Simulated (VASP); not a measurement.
# Hg2Pd (Pnnm) in VASP: single point with PBE

Aim: the single point of Hg2Pd with PBE.

All numbers are computed with VASP 6.6.1; they aren't measurements. Logs are shortened: lines on timing, memory, paths and dates and some standing lists are left out, and cuts for length are marked.

**1. The cell of the first run**

The structure is orthorhombic, space group Pnnm (No. 58). The conventional cell has a = 6.974 Å, b = 7.094 Å, c = 3.199 Å, α = 90.00°, β = 90.00°, γ = 90.00°. Hg (site symmetry m) has 3 Pd at 2.70 to 2.78 Å and 2 Hg at 3.20 Å within 3.6 Å. Within 3.6 Å of Pd (site symmetry 2/m) lie 6 Hg at 2.70 to 2.78 Å and 2 Pd at 3.20 Å.

**2. Single point, PBE**

INCAR reads:

```
SYSTEM = Hg2Pd
ALGO = Fast ; EDIFF = 1E-6
ENCUT = 520 ; GGA = PE
ISIF = 2 ; ISMEAR = 0
LASPH = .True. ; LCHARG = .False.
LREAL = .False. ; LWAVE = .False.
NBANDS = 43 ; NELM = 80
PREC = Accurate ; SIGMA = 0.1
```

KPOINTS reads:

```
k-points
0
Gamma
  4 4 4
  0 0 0
```

POSCAR reads:

```
Hg2Pd
1.0
    6.9739184311      0.0000000000      0.0000000000
    0.0000000000      7.0941558663      0.0000000000
    0.0000000000      0.0000000000      3.1987885947
Hg Pd
4 2
Direct
    0.2258907744      0.7693007153      0.5000000000
    0.7258907744      0.7306992847      0.0000000000
    0.7741092256      0.2306992847      0.5000000000
    0.2741092256      0.2693007153      0.0000000000
    0.5000000000      0.5000000000      0.5000000000
    0.0000000000      0.0000000000      0.0000000000
```

Potentials or basis: VASP PAW PBE potentials, release 64 (Hg, Pd).

Started as:

```sh
cat potpaw_PBE.64/Hg/POTCAR potpaw_PBE.64/Pd/POTCAR > POTCAR
mpirun -np 1 vasp_std > vasp.out
```

OUTCAR:

```text
SYSTEM = Hg2Pd
   EDIFF = 1E-6
   ENCUT = 520
   GGA = PE
   ISIF = 2
   ISMEAR = 0
   LASPH = .True.
   LREAL = .False.
   NELM = 80
   PREC = Accurate

 ion  position               nearest neighbor table
   1  0.226  0.769  0.500-   5 2.70   6 2.78   6 2.78   2 3.85   2 3.85   2 3.85   2 3.85
   2  0.726  0.731  0.000-   6 2.70   5 2.78   5 2.78   1 3.85   1 3.85   1 3.85   1 3.85
   3  0.774  0.231  0.500-   5 2.70   6 2.78   6 2.78   4 3.85   4 3.85   4 3.85   4 3.85
   4  0.274  0.269  0.000-   6 2.70   5 2.78   5 2.78   3 3.85   3 3.85   3 3.85   3 3.85
   5  0.500  0.500  0.500-   1 2.70   3 2.70   2 2.78   4 2.78   2 2.78   4 2.78
   6  0.000  0.000  0.000-   2 2.70   4 2.70   3 2.78   1 2.78   1 2.78   3 2.78

  LATTYP: Found a simple orthorhombic cell.
 ALAT       =     3.1987885947
 B/A-ratio  =     2.1801748458
 C/A-ratio  =     2.2177632739

  Lattice vectors:

 A1 = (   0.0000000000,   0.0000000000,   3.1987885947)
 A2 = (   6.9739184311,   0.0000000000,   0.0000000000)
 A3 = (   0.0000000000,   7.0941558663,   0.0000000000)

Analysis of symmetry for initial positions (statically):
=====================================================================
 Subroutine PRICEL returns:
 Original cell was already a primitive cell.

 Routine SETGRP: Setting up the symmetry group for a
 simple orthorhombic supercell.

 Subroutine GETGRP returns: Found  8 space group operations
 (whereof  4 operations were pure point group operations)
 out of a pool of  8 trial point group operations.

The static configuration has the point symmetry C_2h.
 The point group associated with its full space group is D_2h.

Analysis of symmetry for dynamics (positions and initial velocities):
=====================================================================
 Subroutine PRICEL returns:
 Original cell was already a primitive cell.

 Routine SETGRP: Setting up the symmetry group for a
 simple orthorhombic supercell.

 Subroutine GETGRP returns: Found  8 space group operations
 (whereof  4 operations were pure point group operations)
 out of a pool of  8 trial point group operations.

The dynamic configuration has the point symmetry C_2h.
 The point group associated with its full space group is D_2h.

 Subroutine INISYM returns: Found  8 space group operations
 (whereof  4 operations are pure point group operations),
 and found     1 'primitive' translations

[... 103 lines left out ...]
   LREAL  =      F    real-space projection
   EDIFFG = 0.1E-04   stopping-criterion for IOM
   NSW    =      0    number of steps for IOM
   IBRION =     -1    ionic relax: 0-MD 1-quasi-New 2-CG
   NFREE  =      0    steps in history (QN), initial steepest desc. (CG)
   ISIF   =      2    stress and relaxation
   ISYM   =      2    0-nonsym 1-usesym 2-fastsym
   POTIM  = 0.5000    time-step for ionic-motion
   TEBEG  =    0.0;   TEEND  =   0.0 temperature during run
   PSTRESS=    0.0 pullay stress
   NELECT =      68.0000    total number of electrons
   NUPDOWN=      -1.0000    fix difference up-down
   EMIN   =  10.00;   EMAX   =-10.00  energy-range for DOS
   EFERMI =   0.00;   METHOD = LEGACY
   ISMEAR =     0;   SIGMA  =   0.10  broadening in eV -4-tet -1-fermi 0-gaus
   EFERMI_NEDOS =   21; number of points for ismear=-14 and -15
   IALGO  =     68    algorithm
   IMIX   =      4    mixing-type and parameters
     AMIX     =   0.40;   BMIX     =  1.00
     AMIX_MAG =   1.60;   BMIX_MAG =  1.00
  volume/ion in A,a.u.               =      26.38       178.00
  Fermi-wavevector in a.u.,A,eV,Ry     =   1.235350  2.334473 20.763717  1.526090
  Thomas-Fermi vector in A             =   2.370003
   LORBIT       =      0    0 simple, 1 ext, 2 COOP (PROOUT), +10 PAW based schemes
   GGA     = PE    functional components
   LHFCALC =     F    Hartree Fock is set to
   AEXX    =    0.0000 exact exchange contribution
   IVDW    =     0    specifies the selected vdW correction
   LEPSILON=     F    determine dielectric tensor
   LRPA    =     F    only Hartree local field effects (RPA)
 non-spin polarized calculation
 RMM-DIIS sequential band-by-band and
 Gauss-broadening in eV      SIGMA  =   0.10
  energy-cutoff  :      520.00
  volume of cell :      158.26
 maximum number of plane-waves:      4296
 NGX is ok and might be reduce to    54
   NGX = 25   NGY = 27   NGZ = 11

 number of electron      68.0000010 magnetization

 Free energy of the ion-electron system (eV)
  ---------------------------------------------------
  ext. energy  EPLUGINS =         0.00000000
  ---------------------------------------------------
  free energy    TOTEN  =       -11.05418812 eV

  energy without entropy =      -11.03300104  energy(sigma->0) =      -11.04359458

 E-fermi :   2.5598     XC(G=0):  -9.8407

 val. band max:        2.5505591397   @ k =   0.2500   0.0000   0.5000
 cond. band min:       2.5760038808   @ k =   0.2500   0.5000   0.5000
 fundamental gap:      0.0254447411
 Fermi energy:         2.5597691651

 k-point     1 :       0.0000    0.0000    0.0000
  band No.  band energies     occupation
      1      -5.2064      2.00000
      2      -4.8972      2.00000
      3      -4.7315      2.00000
      4      -4.7278      2.00000
      5      -4.7031      2.00000
      6      -4.4678      2.00000
[... 1093 lines left out ...]
     42       7.8336      0.00000
     43       8.2127      0.00000

 [... further k-points ...]

------------------------ aborting loop because EDIFF is reached ----------------------------------------

  FORCE on cell =-STRESS in cart. coord.  units (eV):
  Direction    XX          YY          ZZ          XY          YZ          ZX
  --------------------------------------------------------------------------------------
  -------------------------------------------------------------------------------------
  Total        0.2976045      0.2910774      0.1622392     -0.0000000      0.0000000      0.0000000
  in kB        3.0129155      2.9468361      1.6424915     -0.0000000      0.0000000      0.0000000
  external PRESSURE =       2.5340810 kB  Pullay stress =       0.0000000 kB

 VOLUME and BASIS-vectors are now :
 -----------------------------------------------------------------------------
  energy-cutoff  :      520.00
  volume of cell :      158.26
      direct lattice vectors                 reciprocal lattice vectors
     6.973918431  0.000000000  0.000000000     0.143391410  0.000000000  0.000000000
     0.000000000  7.094155866  0.000000000     0.000000000  0.140961098  0.000000000
     0.000000000  0.000000000  3.198788595     0.000000000  0.000000000  0.312618346

 POSITION                                       TOTAL-FORCE (eV/Angst)
 -----------------------------------------------------------------------------------
      1.57534      5.45754      1.59939         0.015994     -0.007280     -0.000000
      5.06230      5.18369      0.00000         0.015994      0.007280     -0.000000
      5.39857      1.63662      1.59939        -0.015994      0.007280      0.000000
      1.91162      1.91046      0.00000        -0.015994     -0.007280      0.000000
      3.48696      3.54708      1.59939         0.000000      0.000000      0.000000
      0.00000      0.00000      0.00000         0.000000      0.000000      0.000000
 -----------------------------------------------------------------------------------
    total drift:                                0.000000      0.000000     -0.000000

  FREE ENERGIE OF THE ION-ELECTRON SYSTEM (eV)
  ---------------------------------------------------
  free  energy   TOTEN  =       -11.0541881161 eV

  energy  without entropy=      -11.0330010381  energy(sigma->0) =      -11.04359458
```

It took 2 min on 1 thread of AMD EPYC 9R45 (Zen 5), shared host; peak memory 0.3 GiB.

Results:

```
Free energy            : -11.0542 eV
Pressure               : 0.3 GPa
Largest force          : 0.018 eV/Å
Band gap on the k mesh : zero (bands 34 and 35 overlap by 0.95 eV)
```

Forces on the atoms (eV/Å):
```
Hg   0.016 -0.007  0.000
Hg   0.016  0.007  0.000
Hg  -0.016  0.007  0.000
Hg  -0.016 -0.007  0.000
Pd   0.000  0.000  0.000
Pd   0.000  0.000  0.000
```

Levels at points of the mesh, in eV from the Fermi level:
| k point | band 31 | band 32 | band 33 | band 34 | band 35 | band 36 | band 37 | band 38 |
| --- | --- | --- | --- | --- | --- | --- | --- | --- |
| (0.00, 0.00, 0.00) | -1.89 | -1.88 | -1.46 | -1.46 | 0.28 | 0.39 | 0.45 | 0.84 |
| (0.50, 0.00, 0.00) | -1.71 | -1.71 | -1.65 | -1.65 | -0.84 | -0.84 | 2.50 | 2.50 |
| (0.00, 0.50, 0.00) | -1.71 | -1.71 | -1.64 | -1.64 | -0.86 | -0.86 | 2.28 | 2.28 |
| (0.50, 0.50, 0.00) | -1.88 | -1.88 | -1.47 | -1.47 | 1.75 | 1.75 | 3.19 | 3.19 |
| (0.00, 0.00, 0.50) | -1.14 | -1.14 | -0.10 | -0.10 | 1.27 | 1.27 | 1.68 | 1.68 |
| (0.50, 0.00, 0.50) | -1.80 | -1.80 | 0.07 | 0.07 | 0.68 | 0.68 | 2.42 | 2.42 |
| (0.00, 0.50, 0.50) | -1.80 | -1.80 | 0.06 | 0.06 | 0.77 | 0.77 | 2.51 | 2.51 |
| (0.50, 0.50, 0.50) | -1.01 | -1.01 | -0.27 | -0.27 | 0.25 | 0.25 | 0.56 | 0.56 |

Caveat: the k points lie up to 0.49 Å⁻¹ apart, too coarse for converged energies and pressures of a metal; spin-orbit coupling is left out, which moves the levels of the heavy elements.
